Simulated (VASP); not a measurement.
# GaN (P6_3mc) in VASP: further runs

GaN is run at these levels: r2SCAN; tasks: single point.

Program: VASP 6.6.1. These are calculated values, not measurements. Logs are shortened: lines on timing, memory, paths and dates and some standing lists are left out, and cuts for length are marked.

## Step 1: The cell of the first run

The structure is hexagonal, space group P6_3mc (No. 186). Conventional cell: a = 3.183 Å, b = 3.183 Å, c = 5.184 Å, α = 90.00°, β = 90.00°, γ = 120.00°. Within 2.5 Å of Ga (site symmetry 3m) lie 4 N at 1.87 to 2.24 Å. N (site symmetry 3m) has 4 Ga at 1.87 to 2.24 Å within 2.5 Å.

## Step 2: Single point, r2SCAN (atoms moved along the polar distortion)

The input, POSCAR:

```
GaN
1.0
    3.1831704293      0.0000000000      0.0000000000
   -1.5915852147      2.7567064564      0.0000000000
    0.0000000000      0.0000000000      5.1837795818
Ga N
2 2
Direct
    0.3333333333      0.6666666667     -0.0276127763
    0.6666666667      0.3333333333      0.4723872237
    0.3333333333      0.6666666667      0.4046127763
    0.6666666667      0.3333333333      0.9046127763
```

The input, INCAR.step1:

```
PREC     = Accurate       # precision mode
ENCUT    = 520            # plane-wave cutoff, eV
ISMEAR   = 0              # smearing method
SIGMA    = 0.01           # smearing width, eV
LREAL    = False          # projectors in reciprocal space
LASPH    = True           # aspherical terms in the spheres
NELM     = 80             # most SCF steps
NBANDS   = 26             # bands
GGA      = PE             # functional
ALGO     = Normal         # electronic algorithm
EDIFF    = 1E-4           # SCF threshold, eV
LWAVE    = True           # write WAVECAR
LCHARG   = False          # write CHGCAR
```

The input, INCAR.step2:

```
PREC     = Accurate       # precision mode
ENCUT    = 520            # plane-wave cutoff, eV
EDIFF    = 1E-6           # SCF threshold, eV
ISMEAR   = 0              # smearing method
SIGMA    = 0.01           # smearing width, eV
LREAL    = False          # projectors in reciprocal space
LASPH    = True           # aspherical terms in the spheres
NELM     = 80             # most SCF steps
ALGO     = Normal         # electronic algorithm
ISIF     = 2              # what is computed and relaxed
LWAVE    = False          # write WAVECAR
LCHARG   = False          # write CHGCAR
METAGGA  = R2SCAN         # meta-GGA
LMIXTAU  = True         
NBANDS   = 26             # bands
ISTART   = 1
```

The input, KPOINTS:

```
regular mesh
0
Gamma
  15 15 8
```

Potentials or basis: VASP PAW PBE potentials, release 64 (Ga_d, N).

Run with:

```
cat potpaw_PBE.64/Ga_d/POTCAR potpaw_PBE.64/N/POTCAR > POTCAR
cp INCAR.step1 INCAR
mpirun -np 1 vasp_std > vasp.out
cp INCAR.step2 INCAR
mpirun -np 1 vasp_std > vasp.out
```

OUTCAR:

```text
PREC = Accurate
   ENCUT = 520
   EDIFF = 1E-6
   ISMEAR = 0
   LREAL = False
   LASPH = True
   NELM = 80
   ISIF = 2
   METAGGA = R2SCAN
   ISTART = 1

 ion  position               nearest neighbor table
   1  0.333  0.667  0.972-   4 1.87   4 1.87   4 1.87   3 2.24
   2  0.667  0.333  0.472-   3 1.87   3 1.87   3 1.87   4 2.24
   3  0.333  0.667  0.405-   2 1.87   2 1.87   2 1.87   1 2.24
   4  0.667  0.333  0.905-   1 1.87   1 1.87   1 1.87   2 2.24

  LATTYP: Found a hexagonal cell.
 ALAT       =     3.1831704293
 C/A-ratio  =     1.6284957708

  Lattice vectors:

 A1 = (   3.1831704293,   0.0000000000,   0.0000000000)
 A2 = (  -1.5915852147,   2.7567064564,   0.0000000000)
 A3 = (   0.0000000000,   0.0000000000,   5.1837795818)

Analysis of symmetry for initial positions (statically):
=====================================================================
 Subroutine PRICEL returns:
 Original cell was already a primitive cell.

 Routine SETGRP: Setting up the symmetry group for a
 hexagonal supercell.

 Subroutine GETGRP returns: Found 12 space group operations
 (whereof  6 operations were pure point group operations)
 out of a pool of 24 trial point group operations.

The static configuration has the point symmetry C_3v.
 The point group associated with its full space group is C_6v.

Analysis of symmetry for dynamics (positions and initial velocities):
=====================================================================
 Subroutine PRICEL returns:
 Original cell was already a primitive cell.

 Routine SETGRP: Setting up the symmetry group for a
 hexagonal supercell.

 Subroutine GETGRP returns: Found 12 space group operations
 (whereof  6 operations were pure point group operations)
 out of a pool of 24 trial point group operations.

The dynamic configuration has the point symmetry C_3v.
 The point group associated with its full space group is C_6v.

 Subroutine INISYM returns: Found 12 space group operations
 (whereof  6 operations are pure point group operations),
 and found     1 'primitive' translations

----------------------------------------------------------------------------------------

                                     Primitive cell

  volume of cell :      45.4880

  direct lattice vectors                    reciprocal lattice vectors
     3.183170429  0.000000000  0.000000000     0.314152202  0.181375858  0.000000000
    -1.591585215  2.756706456  0.000000000     0.000000000  0.362751717  0.000000000
     0.000000000  0.000000000  5.183779582     0.000000000  0.000000000  0.192909437

  length of vectors
     3.183170429  3.183170429  5.183779582     0.362751717  0.362751717  0.192909437

  position of ions in fractional coordinates (direct lattice)
     0.333333333  0.666666667  0.972387224
     0.666666667  0.333333333  0.472387224
     0.333333333  0.666666667  0.404612776
     0.666666667  0.333333333  0.904612776

  ion indices of the primitive-cell ions
   primitive index   ion index
                 1           1
                 2           2
                 3           3
                 4           4

----------------------------------------------------------------------------------------

 KPOINTS: regular mesh

Automatic generation of k-mesh.
 Grid dimensions read from file:
 generate k-points for:   15   15    8

 Generating k-lattice:

  Cartesian coordinates                     Fractional coordinates (reciprocal lattice)
     0.020943480  0.012091724  0.000000000     0.066666667 -0.000000000  0.000000000
     0.000000000  0.024183448  0.000000000     0.000000000  0.066666667  0.000000000
     0.000000000  0.000000000  0.024113680     0.000000000  0.000000000  0.125000000

  Length of vectors
     0.024183448  0.024183448  0.024113680

  Shift w.r.t. Gamma in fractional coordinates (k-lattice)
     0.000000000  0.000000000  0.000000000

 Subroutine IBZKPT returns following result:
 ===========================================

 Found    135 irreducible k-points:

 Following reciprocal coordinates:
            Coordinates               Weight
  0.000000  0.000000  0.000000      1.000000
  0.066667  0.000000  0.000000      6.000000
  0.133333  0.000000  0.000000      6.000000
  0.200000  0.000000  0.000000      6.000000
  0.266667  0.000000  0.000000      6.000000
  0.333333  0.000000  0.000000      6.000000
[... 16 lines left out ...]
  0.333333  0.200000  0.000000     12.000000
  0.400000  0.200000  0.000000      6.000000
 [... further k-points ...]
   k-points           NKPTS =    135   k-points in BZ     NKDIM =    135   number of bands    NBANDS=     26
   number of dos      NEDOS =    301   number of ions     NIONS =      4
   total plane-waves  NPLWV =  23040
   dimension x,y,z NGX =    24 NGY =   24 NGZ =   40
   dimension x,y,z NGXF=    48 NGYF=   48 NGZF=   80
   ions per type =               2   2
   NGX,Y,Z   is equivalent  to a cutoff of  12.53, 12.53, 12.83 a.u.
[... 65 lines left out ...]
 Fermi energy:         5.4751895853

 k-point     1 :       0.0000    0.0000    0.0000
  band No.  band energies     occupation
      1     -11.8842      2.00000
      2     -11.0097      2.00000
      3      -8.8392      2.00000
      4      -8.8391      2.00000
      5      -8.8087      2.00000
      6      -8.8087      2.00000
[... 18 lines left out ...]
     25      17.3082      0.00000
     26      17.3082      0.00000

 k-point     2 :       0.0667    0.0000    0.0000
  band No.  band energies     occupation
      1     -11.8368      2.00000
      2     -10.9871      2.00000
      3      -8.8400      2.00000
      4      -8.8279      2.00000
      5      -8.8035      2.00000
      6      -8.7967      2.00000
[... 18 lines left out ...]
     25      17.0769      0.00000
     26      17.4728      0.00000

 k-point     3 :       0.1333    0.0000    0.0000
  band No.  band energies     occupation
      1     -11.7020      2.00000
      2     -10.9252      2.00000
      3      -8.8359      2.00000
      4      -8.7969      2.00000
      5      -8.7855      2.00000
      6      -8.7625      2.00000
[... 18 lines left out ...]
     25      16.7838      0.00000
     26      17.9233      0.00000

 k-point     4 :       0.2000    0.0000    0.0000
  band No.  band energies     occupation
      1     -11.5018      2.00000
      2     -10.8411      2.00000
      3      -8.8173      2.00000
      4      -8.7538      2.00000
      5      -8.7488      2.00000
      6      -8.7117      2.00000
[... 18 lines left out ...]
     25      17.1168      0.00000
     26      18.5033      0.00000

 k-point     5 :       0.2667    0.0000    0.0000
  band No.  band energies     occupation
      1     -11.2741      2.00000
      2     -10.7562      2.00000
      3      -8.7868      2.00000
      4      -8.7116      2.00000
      5      -8.6911      2.00000
      6      -8.6537      2.00000
[... 18 lines left out ...]
     25      17.7748      0.00000
     26      18.9776      0.00000

 k-point     6 :       0.3333    0.0000    0.0000
  band No.  band energies     occupation
      1     -11.0643      2.00000
      2     -10.6889      2.00000
      3      -8.7597      2.00000
      4      -8.6824      2.00000
      5      -8.6273      2.00000
      6      -8.5998      2.00000
[... 427 lines left out ...]
 k-point    21 :       0.2000    0.2000    0.0000
  band No.  band energies     occupation
      1     -11.0134      2.00000
      2     -10.6731      2.00000
      3      -8.7423      2.00000
      4      -8.7087      2.00000
      5      -8.6615      2.00000
      6      -8.5819      2.00000
[... 18 lines left out ...]
     25      16.6860      0.00000
     26      19.7035      0.00000

 k-point    22 :       0.2667    0.2000    0.0000
  band No.  band energies     occupation
      1     -10.8667      2.00000
      2     -10.6370      2.00000
      3      -8.7102      2.00000
      4      -8.7043      2.00000
      5      -8.6285      2.00000
      6      -8.5797      2.00000
[... 18 lines left out ...]
     25      16.6069      0.00000
     26      19.8142      0.00000

 k-point    23 :       0.3333    0.2000    0.0000
  band No.  band energies     occupation
      1     -10.7683      2.00000
      2     -10.6222      2.00000
      3      -8.7109      2.00000
      4      -8.6837      2.00000
      5      -8.5985      2.00000
      6      -8.5728      2.00000
[... 18 lines left out ...]
     25      17.4186      0.00000
     26      19.5653      0.00000

 k-point    24 :       0.4000    0.2000    0.0000
  band No.  band energies     occupation
      1     -10.7318      2.00000
      2     -10.6209      2.00000
      3      -8.7126      2.00000
      4      -8.6762      2.00000
      5      -8.5884      2.00000
      6      -8.5712      2.00000
[... 18 lines left out ...]
     25      18.0056      0.00000
     26      19.2589      0.00000

 [... further k-points ...]

------------------------ aborting loop because EDIFF is reached ----------------------------------------

  FORCE on cell =-STRESS in cart. coord.  units (eV):
  Direction    XX          YY          ZZ          XY          YZ          ZX
  --------------------------------------------------------------------------------------
  -------------------------------------------------------------------------------------
  Total        3.3970451      3.3970451     -1.4042444     -0.0000000      0.0000000      0.0000000
  in kB      119.6506206    119.6506206    -49.4602545     -0.0000000      0.0000000      0.0000000
  external PRESSURE =      63.2803289 kB  Pullay stress =       0.0000000 kB

 VOLUME and BASIS-vectors are now :
 -----------------------------------------------------------------------------
  energy-cutoff  :      520.00
  volume of cell :       45.49
      direct lattice vectors                 reciprocal lattice vectors
     3.183170429  0.000000000  0.000000000     0.314152202  0.181375858  0.000000000
    -1.591585215  2.756706456  0.000000000     0.000000000  0.362751717  0.000000000
     0.000000000  0.000000000  5.183779582     0.000000000  0.000000000  0.192909437

 POSITION                                       TOTAL-FORCE (eV/Angst)
 -----------------------------------------------------------------------------------
     -0.00000      1.83780      5.04064         0.000000     -0.000000      1.425928
      1.59159      0.91890      2.44875         0.000000     -0.000000      1.425928
     -0.00000      1.83780      2.09742        -0.000000      0.000000     -1.425928
      1.59159      0.91890      4.68931        -0.000000     -0.000000     -1.425928
 -----------------------------------------------------------------------------------
    total drift:                                0.000001      0.000002     -0.030298

  FREE ENERGIE OF THE ION-ELECTRON SYSTEM (eV)
  ---------------------------------------------------
  free  energy   TOTEN  =       -43.2304907664 eV

  energy  without entropy=      -43.2304907664  energy(sigma->0) =      -43.23049077
```

Run time: 5.2 min. Hardware: 1 thread of Intel Xeon Platinum 8488C (Sapphire Rapids), shared host; peak memory 0.26 GiB.

What came out:

- Free energy: -43.2305 eV
- Pressure: 6.3 GPa
- Largest force: 1.426 eV/Å
- Band gap on the k mesh: 2.20 eV

Forces on the atoms (eV/Å):
```
Ga   0.000  0.000  1.426
Ga   0.000  0.000  1.426
N    0.000  0.000 -1.426
N    0.000  0.000 -1.426
```

Stress tensor (GPa, compression positive):
```
11.97  0.00  0.00
 0.00 11.97  0.00
 0.00  0.00 -4.95
```

Caveat: the cell differs from its parent crystal (atoms moved along the polar distortion); the stress differs along the axes, from -5 to 12 GPa; the PAW data sets were made with another functional, which shifts forces and pressure a little. A k mesh can miss the band edges.

## Step 3: Single point, r2SCAN (atoms moved along the polar distortion)

The input, POSCAR:

```
GaN
1.0
    3.1831704293      0.0000000000      0.0000000000
   -1.5915852147      2.7567064564      0.0000000000
    0.0000000000      0.0000000000      5.1837795818
Ga N
2 2
Direct
    0.3333333333      0.6666666667     -0.0368547464
    0.6666666667      0.3333333333      0.4631452536
    0.3333333333      0.6666666667      0.4138547464
    0.6666666667      0.3333333333      0.9138547464
```

The input, INCAR.step1:

```
SYSTEM = GaN
ALGO = Normal
EDIFF = 1E-4
ENCUT = 520
GGA = PE
ISMEAR = 0
LASPH = .TRUE.
LCHARG = .FALSE.
LREAL = .FALSE.
LWAVE = .TRUE.
NBANDS = 26
NELM = 60
PREC = Accurate
SIGMA = 0.01
```

The input, INCAR.step2:

```
SYSTEM = GaN
ALGO = Normal
EDIFF = 1E-6
ENCUT = 520
ISIF = 2
ISMEAR = 0
ISTART = 1
LASPH = .TRUE.
LCHARG = .FALSE.
LMIXTAU = .TRUE.
LREAL = .FALSE.
LWAVE = .FALSE.
METAGGA = R2SCAN
NBANDS = 26
NELM = 60
PREC = Accurate
SIGMA = 0.01
```

The input, KPOINTS:

```
k-points
0
G
  15 15 8
  0 0 0
```

Potentials or basis: VASP PAW PBE potentials, release 64 (Ga_d, N).

Run with:

```
cat potpaw_PBE.64/Ga_d/POTCAR potpaw_PBE.64/N/POTCAR > POTCAR
cp INCAR.step1 INCAR
mpirun -np 1 vasp_std > vasp.out
cp INCAR.step2 INCAR
mpirun -np 1 vasp_std > vasp.out
```

Wall time 4.5 min (1 thread of Intel Xeon Platinum 8488C (Sapphire Rapids), shared host); peak memory 0.26 GiB.

It converged, with:

```yaml
Free_energy: -42.9708 eV
Pressure: 8.6 GPa
Largest_force: 1.249 eV/Å
Band_gap_on_the_k_mesh: 2.26 eV
```

Forces in eV/Å, atoms in the order of the input:
```
Ga   0.000  0.000  1.249
Ga   0.000  0.000  1.249
N    0.000  0.000 -1.249
N    0.000  0.000 -1.249
```

Stress tensor (GPa, compression positive):
```
14.69  0.00  0.00
 0.00 14.69  0.00
 0.00  0.00 -3.54
```

Levels at points of the mesh, in eV from the valence-band top:
```csv
k point,band 14,band 15,band 16,band 17,band 18,band 19,band 20,band 21,band 22,band 23
"(0.00, 0.00, 0.00)",-1.34,-1.34,-0.57,-0.57,0.00,2.26,4.04,9.83,10.29,10.29
"(0.00, 0.00, 0.50)",-3.59,-0.96,-0.96,-0.96,-0.96,4.42,4.42,8.71,8.71,10.71
```

Caveat: the cell differs from its parent crystal (atoms moved along the polar distortion); the stress differs along the axes, from -4 to 15 GPa; the PAW data sets were made with another functional, which shifts forces and pressure a little. A k mesh can miss the band edges.

## Step 4: Single point, r2SCAN (atoms moved along the polar distortion)

The input, POSCAR:

```
GaN
1.0
    3.1831704293      0.0000000000      0.0000000000
   -1.5915852147      2.7567064564      0.0000000000
    0.0000000000      0.0000000000      5.1837795818
Ga N
2 2
Direct
    0.3333333333      0.6666666667     -0.0460967165
    0.6666666667      0.3333333333      0.4539032835
    0.3333333333      0.6666666667      0.4230967165
    0.6666666667      0.3333333333      0.9230967165
```

The input, INCAR.step1:

```
SYSTEM = GaN
ALGO = Normal
EDIFF = 1E-4
ENCUT = 520
GGA = PE
ISMEAR = 0
LASPH = .True.
LCHARG = .False.
LREAL = .False.
LWAVE = .True.
NBANDS = 26
NELM = 60
PREC = Accurate
SIGMA = 0.01
```

The input, INCAR.step2:

```
SYSTEM = GaN
ALGO = Normal
EDIFF = 1E-6
ENCUT = 520
ISIF = 2
ISMEAR = 0
ISTART = 1
LASPH = .True.
LCHARG = .False.
LMIXTAU = .True.
LREAL = .False.
LWAVE = .False.
METAGGA = R2SCAN
NBANDS = 26
NELM = 60
PREC = Accurate
SIGMA = 0.01
```

The input, KPOINTS:

```
k-points
0
Gamma
  15 15 8
  0 0 0
```

Run with:

```
cat potpaw_PBE.64/Ga_d/POTCAR potpaw_PBE.64/N/POTCAR > POTCAR
cp INCAR.step1 INCAR
mpirun -np 1 vasp_std > vasp.out
cp INCAR.step2 INCAR
mpirun -np 1 vasp_std > vasp.out
```

Run time: 4.9 min. Hardware: 1 thread of Intel Xeon Platinum 8488C (Sapphire Rapids), shared host; peak memory 0.26 GiB.

Results (log left out):

```
Free energy            : -42.7660 eV
Pressure               : 10.4 GPa
Largest force          : 0.853 eV/Å
Band gap on the k mesh : 2.33 eV
```

Forces on the atoms (eV/Å):
```
Ga   0.000  0.000  0.853
Ga   0.000  0.000  0.853
N    0.000  0.000 -0.853
N    0.000  0.000 -0.853
```

Stress tensor (GPa, compression positive):
```
16.67  0.00  0.00
 0.00 16.67  0.00
 0.00  0.00 -2.05
```

Levels at points of the mesh, in eV from the valence-band top:
| k point | band 14 | band 15 | band 16 | band 17 | band 18 | band 19 | band 20 | band 21 | band 22 | band 23 |
| --- | --- | --- | --- | --- | --- | --- | --- | --- | --- | --- |
| (0.00, 0.00, 0.00) | -1.32 | -1.32 | -0.58 | -0.58 | 0.00 | 2.33 | 4.01 | 9.86 | 10.31 | 10.31 |
| (0.00, 0.00, 0.50) | -3.50 | -0.95 | -0.95 | -0.95 | -0.95 | 4.43 | 4.43 | 8.76 | 8.76 | 10.72 |

Caveat: the cell differs from its parent crystal (atoms moved along the polar distortion); the stress differs along the axes, from -2 to 17 GPa; the PAW data sets were made with another functional, which shifts forces and pressure a little. A k mesh can miss the band edges.

## Step 5: The runs side by side

| cell | gap on the mesh (eV) | pressure (GPa) | largest force (eV/Å) |
| --- | --- | --- | --- |
| as given, atomic positions A | 2.20 | 6.3 | 1.43 |
| as given, atomic positions B | 2.26 | 8.6 | 1.25 |
| as given, atomic positions C | 2.33 | 10.4 | 0.85 |

Alike in all rows: task single point; level r2SCAN; potentials or basis VASP PAW PBE potentials, release 64 (Ga_d, N); no spin polarisation; k mesh 15 × 15 × 8; cutoff (eV) 520; smearing gaussian 0.01 eV.

Caveats: the PAW data sets were made with another functional, which shifts forces and pressure a little; the stress differs along the axes, from -5 to 12 GPa (at least some runs); the stress differs along the axes, from -4 to 15 GPa (at least some runs); the stress differs along the axes, from -2 to 17 GPa (at least some runs).

Absolute energies hang on the potentials; compare differences alone.
